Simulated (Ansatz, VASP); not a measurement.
BiIr in VASP and in Ansatz

```
CELL_PARAMETERS angstrom
0.00000 3.00766 3.03804
3.03804 0.00000 3.03804
3.03804 3.00766 0.00000
ATOMIC_POSITIONS crystal
Ir 0.00000 0.00000 0.00000
Bi 0.25000 0.25000 0.25000
```

Change from the starting cell: strain e2 = -0.01, atoms carried along.

Alike in both runs: task single point; functional r2SCAN; k mesh 10 × 10 × 10; occupations gaussian, width 0.05 eV; no spin polarisation.

```csv
,VASP,Ansatz
version,VASP 6.6.1,Ansatz 0.2.0
potentials or method,"VASP PAW PBE potentials, release 64 (Ir, Bi_d), cutoff 520 eV","scalar-relativistic, plane waves, PAW"
valence electrons in the cell,24,32
```

```csv
,VASP,Ansatz,Ansatz less VASP
gap on the k mesh at the Fermi level (eV),none,none,-
pressure (GPa),1.3,1.0,-0.36
```

VASP's potentials were made for PBE, not for r2SCAN. A gap of «none» marks a metal or a gap that the smearing closes. VASP's potentials hold 24 valence electrons a cell and Ansatz's 32, so a difference there can come from the potentials and not from the codes.

Spin-orbit coupling is off throughout.
